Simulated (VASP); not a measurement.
# MgO (P6_3/mmc) in VASP: a series of runs

Runs on MgO. Level: PBE. Tasks: single point, relaxation of shape and atoms at fixed volume.

Everything below comes from runs of VASP 6.6.1. Logs are shortened: lines on timing, memory, paths and dates and some standing lists are left out, and cuts for length are marked.

### Step 1. The cell of the first run

Symmetry: P6_3/mmc, No. 194, hexagonal system. The conventional cell has a = 3.521 Å, b = 3.521 Å, c = 4.238 Å, α = 90.00°, β = 90.00°, γ = 120.00°. Mg (site symmetry -6m2) has 5 O at 2.03 to 2.12 Å within 2.7 Å. Within 2.7 Å of O (site symmetry -6m2) lie 5 Mg at 2.03 to 2.12 Å.

### Step 2. Single point, PBE

INCAR

```
SYSTEM = MgO
PREC = Accurate ; ENCUT = 520
EDIFF = 1E-7 ; ISMEAR = 0
SIGMA = 0.02 ; LREAL = .FALSE.
LASPH = .TRUE. ; NELM = 60
ALGO = Normal ; ISIF = 2
LWAVE = .FALSE. ; LCHARG = .FALSE.
GGA = PE ; NBANDS = 16
```

KPOINTS

```
Automatic mesh
0
G
  9 9 6
  0 0 0
```

POSCAR

```
MgO
1.0
    3.5205940380      0.0000000000      0.0000000000
   -1.7602970190      3.0489238733      0.0000000000
    0.0000000000      0.0000000000      4.2381206964
Mg O
2 2
Direct
    0.6666666667      0.3333333333      0.7500000000
    0.3333333333      0.6666666667      0.2500000000
    0.6666666667      0.3333333333      0.2500000000
    0.3333333333      0.6666666667      0.7500000000
```

Potentials or basis: VASP PAW PBE potentials, release 64 (Mg, O).

Run with:

```sh
> cat potpaw_PBE.64/Mg/POTCAR potpaw_PBE.64/O/POTCAR > POTCAR
> mpirun -np 1 vasp_std > vasp.out
```

OUTCAR:

```text
SYSTEM = MgO
   PREC = Accurate
   ENCUT = 520
   EDIFF = 1E-7
   ISMEAR = 0
   LREAL = .FALSE.
   LASPH = .TRUE.
   NELM = 60
   ISIF = 2
   GGA = PE

 ion  position               nearest neighbor table
   1  0.667  0.333  0.750-   4 2.03   4 2.03   4 2.03   3 2.12   3 2.12   2 2.94   2 2.94   2 2.94
                             2 2.94   2 2.94   2 2.94
   2  0.333  0.667  0.250-   3 2.03   3 2.03   3 2.03   4 2.12   4 2.12   1 2.94   1 2.94   1 2.94
                             1 2.94   1 2.94   1 2.94
   3  0.667  0.333  0.250-   2 2.03   2 2.03   2 2.03   1 2.12   1 2.12
   4  0.333  0.667  0.750-   1 2.03   1 2.03   1 2.03   2 2.12   2 2.12

  LATTYP: Found a hexagonal cell.
 ALAT       =     3.5205940380
 C/A-ratio  =     1.2038084058

  Lattice vectors:

 A1 = (   3.5205940380,   0.0000000000,   0.0000000000)
 A2 = (  -1.7602970190,   3.0489238733,   0.0000000000)
 A3 = (   0.0000000000,   0.0000000000,   4.2381206964)

Analysis of symmetry for initial positions (statically):
=====================================================================
 Subroutine PRICEL returns:
 Original cell was already a primitive cell.

 Routine SETGRP: Setting up the symmetry group for a
 hexagonal supercell.

 Subroutine GETGRP returns: Found 24 space group operations
 (whereof 12 operations were pure point group operations)
 out of a pool of 24 trial point group operations.

The static configuration has the point symmetry D_3d.
 The point group associated with its full space group is D_6h.

Analysis of symmetry for dynamics (positions and initial velocities):
=====================================================================
 Subroutine PRICEL returns:
 Original cell was already a primitive cell.

 Routine SETGRP: Setting up the symmetry group for a
 hexagonal supercell.

 Subroutine GETGRP returns: Found 24 space group operations
 (whereof 12 operations were pure point group operations)
 out of a pool of 24 trial point group operations.

The dynamic configuration has the point symmetry D_3d.
 The point group associated with its full space group is D_6h.

 Subroutine INISYM returns: Found 24 space group operations
 (whereof 12 operations are pure point group operations),
 and found     1 'primitive' translations

----------------------------------------------------------------------------------------

                                     Primitive cell

  volume of cell :      45.4921

  direct lattice vectors                    reciprocal lattice vectors
     3.520594038  0.000000000  0.000000000     0.284042974  0.163992287  0.000000000
    -1.760297019  3.048923873  0.000000000     0.000000000  0.327984575  0.000000000
[... 96 lines left out ...]
   ISYM   =      2    0-nonsym 1-usesym 2-fastsym
   POTIM  = 0.5000    time-step for ionic-motion
   TEBEG  =    0.0;   TEEND  =   0.0 temperature during run
   PSTRESS=    0.0 pullay stress
   NELECT =      16.0000    total number of electrons
   NUPDOWN=      -1.0000    fix difference up-down
   EMIN   =  10.00;   EMAX   =-10.00  energy-range for DOS
   EFERMI =   0.00;   METHOD = LEGACY
   ISMEAR =     0;   SIGMA  =   0.02  broadening in eV -4-tet -1-fermi 0-gaus
   EFERMI_NEDOS =   21; number of points for ismear=-14 and -15
   IALGO  =     38    algorithm
   IMIX   =      4    mixing-type and parameters
     AMIX     =   0.40;   BMIX     =  1.00
     AMIX_MAG =   1.60;   BMIX_MAG =  1.00
  volume/ion in A,a.u.               =      11.37        76.75
  Fermi-wavevector in a.u.,A,eV,Ry     =   1.155588  2.183744 18.168985  1.335383
  Thomas-Fermi vector in A             =   2.292215
   LORBIT       =      0    0 simple, 1 ext, 2 COOP (PROOUT), +10 PAW based schemes
   GGA     = PE    functional components
   LHFCALC =     F    Hartree Fock is set to
   AEXX    =    0.0000 exact exchange contribution
   IVDW    =     0    specifies the selected vdW correction
   LEPSILON=     F    determine dielectric tensor
   LRPA    =     F    only Hartree local field effects (RPA)
 non-spin polarized calculation
 Gauss-broadening in eV      SIGMA  =   0.02
  energy-cutoff  :      520.00
  volume of cell :       45.49
 maximum number of plane-waves:      1252
 NGX is ok and might be reduce to    28
   NGX = 13   NGY = 13   NGZ = 15

 number of electron      15.9999990 magnetization

 Free energy of the ion-electron system (eV)
  ---------------------------------------------------
  ext. energy  EPLUGINS =         0.00000000
  ---------------------------------------------------
  free energy    TOTEN  =       -23.67523603 eV

  energy without entropy =      -23.67523603  energy(sigma->0) =      -23.67523603

 E-fermi :   1.9216     XC(G=0):  -9.9266

 val. band max:        1.7955869208   @ k =   0.0000   0.0000   0.0000
 cond. band min:       5.0568395731   @ k =   0.0000   0.0000   0.0000
 fundamental gap:      3.2612526523
 Fermi energy:         1.9215787727

 k-point     1 :       0.0000    0.0000    0.0000
  band No.  band energies     occupation
      1     -15.0005      2.00000
      2     -13.6934      2.00000
      3      -1.7412      2.00000
      4       0.1239      2.00000
      5       0.1239      2.00000
      6       1.0223      2.00000
[... 433 lines left out ...]
      3      -1.5803      2.00000
      4      -0.9417      2.00000
      5      -0.9417      2.00000
      6       0.6498      2.00000
[... 8 lines left out ...]
     15      15.6506      0.00000
     16      17.9665      0.00000

 [... further k-points ...]

------------------------ aborting loop because EDIFF is reached ----------------------------------------

  FORCE on cell =-STRESS in cart. coord.  units (eV):
  Direction    XX          YY          ZZ          XY          YZ          ZX
  --------------------------------------------------------------------------------------
  -------------------------------------------------------------------------------------
  Total       -0.1259253     -0.1259253     -0.1664359      0.0000000      0.0000000      0.0000000
  in kB       -4.4349414     -4.4349414     -5.8616738      0.0000000      0.0000000      0.0000000
  external PRESSURE =      -4.9105189 kB  Pullay stress =       0.0000000 kB

 VOLUME and BASIS-vectors are now :
 -----------------------------------------------------------------------------
  energy-cutoff  :      520.00
  volume of cell :       45.49
      direct lattice vectors                 reciprocal lattice vectors
     3.520594038  0.000000000  0.000000000     0.284042974  0.163992287  0.000000000
    -1.760297019  3.048923873  0.000000000     0.000000000  0.327984575  0.000000000
     0.000000000  0.000000000  4.238120696     0.000000000  0.000000000  0.235953639

 POSITION                                       TOTAL-FORCE (eV/Angst)
 -----------------------------------------------------------------------------------
      1.76030      1.01631      3.17859         0.000000      0.000000      0.000000
     -0.00000      2.03262      1.05953         0.000000     -0.000000      0.000000
      1.76030      1.01631      1.05953        -0.000000     -0.000000      0.000000
     -0.00000      2.03262      3.17859         0.000000      0.000000      0.000000
 -----------------------------------------------------------------------------------
    total drift:                               -0.000000      0.000000     -0.000000

  FREE ENERGIE OF THE ION-ELECTRON SYSTEM (eV)
  ---------------------------------------------------
  free  energy   TOTEN  =       -23.6752360341 eV

  energy  without entropy=      -23.6752360341  energy(sigma->0) =      -23.67523603
```

OSZICAR:

```text
N       E                     dE             d eps       ncg     rms          rms(c)
DAV:   1     0.615115476448E+02    0.61512E+02   -0.74868E+03  1544   0.885E+02
DAV:   2    -0.236337604235E+02   -0.85145E+02   -0.77607E+02  2136   0.194E+02
DAV:   3    -0.276317473112E+02   -0.39980E+01   -0.39861E+01  1744   0.431E+01
DAV:   4    -0.276478075193E+02   -0.16060E-01   -0.16060E-01  1840   0.324E+00
DAV:   5    -0.276478875933E+02   -0.80074E-04   -0.80074E-04  1776   0.221E-01    0.112E+01
DAV:   6    -0.237437974229E+02    0.39041E+01   -0.10508E+01  1632   0.249E+01    0.363E+00
DAV:   7    -0.236927421315E+02    0.51055E-01   -0.15487E-01  1560   0.320E+00    0.213E+00
DAV:   8    -0.236772202278E+02    0.15522E-01   -0.99889E-02  1616   0.336E+00    0.538E-01
DAV:   9    -0.236742897147E+02    0.29305E-02   -0.75238E-03  1856   0.778E-01    0.115E-01
DAV:  10    -0.236752154063E+02   -0.92569E-03   -0.89176E-04  1544   0.213E-01    0.349E-02
DAV:  11    -0.236752374733E+02   -0.22067E-04   -0.29041E-05  1696   0.410E-02    0.215E-02
DAV:  12    -0.236752365616E+02    0.91171E-06   -0.97836E-06  1560   0.244E-02    0.568E-03
DAV:  13    -0.236752360449E+02    0.51663E-06   -0.17409E-06  1776   0.101E-02    0.502E-04
DAV:  14    -0.236752360341E+02    0.10807E-07   -0.33324E-08   928   0.170E-03
   1 F= -.23675236E+02 E0= -.23675236E+02  d E =-.135176E-21
```

Run time: 15 s. Hardware: 1 thread of Intel Xeon 6975P-C (Granite Rapids), shared host; peak memory 0.17 GiB.

What came out:

```
Free energy            : -23.6752 eV
Pressure               : -0.5 GPa
Band gap on the k mesh : 3.26 eV, direct
```

Stress tensor (GPa, compression positive):
```
-0.44  0.00  0.00
 0.00 -0.44  0.00
 0.00  0.00 -0.59
```

### Step 3. Single point, PBE (volume scaled by 1.03, then relaxed in part)

INCAR

```
  ALGO = Normal
  EDIFF = 1E-7
  ENCUT = 520
  GGA = PE
  ISIF = 2
  ISMEAR = 0
  LASPH = T
  LCHARG = F
  LREAL = F
  LWAVE = F
  NBANDS = 16
  NELM = 60
  PREC = Accurate
  SIGMA = 0.02
```

KPOINTS

```
k-points
0
Gamma
  9 9 6
```

POSCAR

```
MgO
1.0
    3.5557182844      0.0000000000      0.0000000000
   -1.7778591422      3.0793423630      0.0000000000
    0.0000000000      0.0000000000      4.2794480020
Mg O
2 2
Direct
    0.6666666667      0.3333333333      0.7500000000
    0.3333333333      0.6666666667      0.2500000000
    0.6666666667      0.3333333333      0.2500000000
    0.3333333333      0.6666666667      0.7500000000
```

Potentials or basis: VASP PAW PBE potentials, release 64 (Mg, O).

Run with:

```sh
> cat potpaw_PBE.64/Mg/POTCAR potpaw_PBE.64/O/POTCAR > POTCAR
> mpirun -np 1 vasp_std > vasp.out
```

It took 20 s on 1 thread of Intel Xeon 6975P-C (Granite Rapids), shared host; peak memory 0.18 GiB.

The run converged. Its results:

```
Free energy            : -23.6574 eV
Pressure               : -4.0 GPa
Band gap on the k mesh : 3.11 eV, direct
```

Stress tensor (GPa, compression positive):
```
-3.86  0.00  0.00
 0.00 -3.86  0.00
 0.00  0.00 -4.14
```

Levels at points of the mesh, in eV from the valence-band top:
| k point | band 4 | band 5 | band 6 | band 7 | band 8 | band 9 | band 10 | band 11 | band 12 | band 13 |
| --- | --- | --- | --- | --- | --- | --- | --- | --- | --- | --- |
| (0.00, 0.00, 0.00) | -1.62 | -1.62 | -0.74 | -0.74 | 0.00 | 3.11 | 8.95 | 11.71 | 12.14 | 12.14 |
| (0.00, 0.00, 0.50) | -2.31 | -1.19 | -1.19 | -1.19 | -1.19 | 6.12 | 6.12 | 12.50 | 12.50 | 12.50 |

### Step 4. Single point, PBE (volume scaled by 1.06, then relaxed in part)

INCAR

```
PREC = Accurate ; ENCUT = 520
EDIFF = 1E-7 ; ISMEAR = 0
SIGMA = 0.02 ; LREAL = False
LASPH = True ; NELM = 80
ALGO = Normal ; ISIF = 2
LWAVE = False ; LCHARG = False
GGA = PE ; NBANDS = 16
```

KPOINTS

```
regular mesh
0
Gamma
  9 9 6
```

POSCAR

```
MgO
1.0
    3.5930591190      0.0000000000      0.0000000000
   -1.7965295595      3.1116804743      0.0000000000
    0.0000000000      0.0000000000      4.3130288022
Mg O
2 2
Direct
    0.6666666667      0.3333333333      0.7500000000
    0.3333333333      0.6666666667      0.2500000000
    0.6666666667      0.3333333333      0.2500000000
    0.3333333333      0.6666666667      0.7500000000
```

Run with:

```sh
> cat potpaw_PBE.64/Mg/POTCAR potpaw_PBE.64/O/POTCAR > POTCAR
> mpirun -np 1 vasp_std > vasp.out
```

Run time: 26 s. Hardware: 1 thread of Intel Xeon 6975P-C (Granite Rapids), shared host; peak memory 0.18 GiB.

It converged, with:

| Quantity | Value |
| --- | --- |
| Free energy | -23.6122 eV |
| Pressure | -6.9 GPa |
| Band gap on the k mesh | 2.98 eV, direct |

Stress tensor (GPa, compression positive):
```
-6.87  0.00  0.00
 0.00 -6.87  0.00
 0.00  0.00 -7.01
```

Levels at points of the mesh, in eV from the valence-band top:
```
           k point  band 6  band 7  band 8  band 9  band 10  band 11
(0.00, 0.00, 0.00)   -0.70   -0.70    0.00    2.98     8.73    11.52
(0.00, 0.00, 0.50)   -1.15   -1.15   -1.15    5.97     5.97    12.29
```

### Step 5. Single point, PBE (volume scaled by 1.10, then relaxed in part)

INCAR

```
ALGO = Normal
EDIFF = 1E-7
ENCUT = 520
GGA = PE
ISIF = 2
ISMEAR = 0
LASPH = True
LCHARG = False
LREAL = False
LWAVE = False
NBANDS = 16
NELM = 60
PREC = Accurate
SIGMA = 0.02
```

KPOINTS

```
k-points
0
Gamma
  9 9 6
```

POSCAR

```
MgO
1.0
    3.6412710992      0.0000000000      0.0000000000
   -1.8206355496      3.1534332740      0.0000000000
    0.0000000000      0.0000000000      4.3580466617
Mg O
2 2
Direct
    0.6666666667      0.3333333333      0.7500000000
    0.3333333333      0.6666666667      0.2500000000
    0.6666666667      0.3333333333      0.2500000000
    0.3333333333      0.6666666667      0.7500000000
```

Run with:

```sh
> cat potpaw_PBE.64/Mg/POTCAR potpaw_PBE.64/O/POTCAR > POTCAR
> mpirun -np 1 vasp_std > vasp.out
```

Run time: 21 s. Hardware: 1 thread of Intel Xeon 6975P-C (Granite Rapids), shared host; peak memory 0.18 GiB.

The run converged. Its results:

```yaml
Free_energy: -23.5161 eV
Pressure: -10.2 GPa
Band_gap_on_the_k_mesh: 2.80 eV, direct
```

Stress tensor (GPa, compression positive):
```
-10.18   0.00   0.00
  0.00 -10.18   0.00
  0.00   0.00 -10.31
```

Levels at points of the mesh, in eV from the valence-band top:
| k point | band 6 | band 7 | band 8 | band 9 | band 10 | band 11 |
| --- | --- | --- | --- | --- | --- | --- |
| (0.00, 0.00, 0.00) | -0.65 | -0.65 | 0.00 | 2.80 | 8.46 | 11.26 |
| (0.00, 0.00, 0.50) | -1.09 | -1.09 | -1.09 | 5.78 | 5.78 | 12.03 |

(Part 1 of 2 ends here.)
